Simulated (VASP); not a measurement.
Input of a VASP 6.6.1 run:

POSCAR

```
InSb
1.0
    0.0000000000      3.0455983123      3.0455983123
    3.0455983123      0.0000000000      3.0455983123
    3.0455983123      3.0455983123      0.0000000000
In Sb
1 1
Direct
    0.0000000000      0.0000000000      0.0000000000
    0.5000000000      0.5000000000      0.5000000000
```

INCAR.step1

```
PREC = Accurate
ENCUT = 520
ISMEAR = 0
SIGMA = 0.15
LREAL = F
LASPH = T
NELM = 60
NBANDS = 16
GGA = PE
ALGO = Normal
EDIFF = 1E-4
LWAVE = T
LCHARG = F
```

INCAR.step2

```
PREC = Accurate
ENCUT = 520
EDIFF = 1E-6
ISMEAR = 0
SIGMA = 0.15
LREAL = F
LASPH = T
NELM = 60
ALGO = Normal
ISIF = 2
LWAVE = F
LCHARG = F
METAGGA = R2SCAN
LMIXTAU = T
NBANDS = 16
ISTART = 1
```

KPOINTS

```
Automatic mesh
0
Gamma
  20 20 20
```

Potentials or basis: VASP PAW PBE potentials, release 64 (In_d, Sb).

The run is started by

```sh
$ cat potpaw_PBE.64/In_d/POTCAR potpaw_PBE.64/Sb/POTCAR > POTCAR
$ cp INCAR.step1 INCAR
$ mpirun -np 1 vasp_std > vasp.out
$ cp INCAR.step2 INCAR
$ mpirun -np 1 vasp_std > vasp.out
```

(1) Estimate the band gap on the k mesh.

(2) What does it give for the pressure?

Answers

(1) zero (band 9 reaches 7.37 eV, above the bottom of band 10 at 4.48 eV).

(2) 0.0 GPa.

Caveat: the PAW data sets were made with another functional, which shifts forces and pressure a little; spin-orbit coupling is left out, which moves the levels of the heavy elements.
